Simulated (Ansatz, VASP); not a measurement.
This is a calculation of NaCl for VASP 6.6.1.

File INCAR:

```
SYSTEM = NaCl
  PREC = Accurate
  ENCUT = 500
  EDIFF = 1E-6
  ISMEAR = 0
  SIGMA = 0.022
  LREAL = .FALSE.
  LASPH = .TRUE.
  NELM = 120
  ALGO = Normal
  ISIF = 2
  LWAVE = .FALSE.
  LCHARG = .TRUE.
  GGA = PE
  LELF = .TRUE.
  LVHAR = .TRUE.
  NBANDS = 14
  GGA_COMPAT = .FALSE.
```

Contents of KPOINTS:

```
Automatic mesh
0
G
  8 8 8
  0 0 0
```

The input POSCAR:

```
NaCl
1.0
    3.5021900000      0.0000000000      0.0000000000
    0.0000000000      3.5021900000      0.0000000000
    0.0000000000      0.0000000000      3.5021900000
Cl Na
1 1
Direct
    0.5000000000      0.5000000000      0.5000000000
    0.0000000000      0.0000000000      0.0000000000
```

Potentials or basis: VASP PAW PBE potentials, release 64 (Cl, Na_pv).

The run is started by

```bash
$ cat potpaw_PBE.64/Cl/POTCAR potpaw_PBE.64/Na_pv/POTCAR > POTCAR
$ mpirun -np 1 vasp_std > vasp.out
```

**Question.** Translate it to Ansatz 0.2.0. Potentials there: Ansatz PAW.

**Answer.** As run (the cutoff follows the program's own potentials):

The input input.yaml:

```yaml
crystal:
  lattice:
    - [3.50219, 0.0, 0.0]
    - [0.0, 3.50219, 0.0]
    - [0.0, 0.0, 3.50219]
  atoms:
    - { symbol: Cl, position: [0.5, 0.5, 0.5] }
    - { symbol: Na, position: [0.0, 0.0, 0.0] }
hamiltonian:
  xc: pbe
  pseudopotentials: { kind: paw }
kpoints:
  mp_grid: { grid: [8, 8, 8] }
scf:
  occupations: { method: gaussian, width: 0.022 }
output:
  forces: true
  stress: true
  eigenvalues: true
```

Potentials or basis: Ansatz PAW.

Launch:

```console
$ ansatz run input.yaml --threads 2 --pin off --max-ram 5632MiB --backend cpu --events-out ev --progress --plain --runs-dir out
```

Both were run:

|  | VASP | Ansatz | Ansatz less VASP |
| --- | --- | --- | --- |
| gap on the k mesh at the Fermi level (eV) | 3.98 | 3.98 | 0.000 |
| least direct gap on the mesh (eV) | 4.47 | 4.47 | +0.001 |
| pressure (GPa) | 0.0 | 0.1 | +0.07 |

VASP's potentials hold 14 valence electrons a cell and Ansatz's 16, so a difference there can come from the potentials and not from the codes.
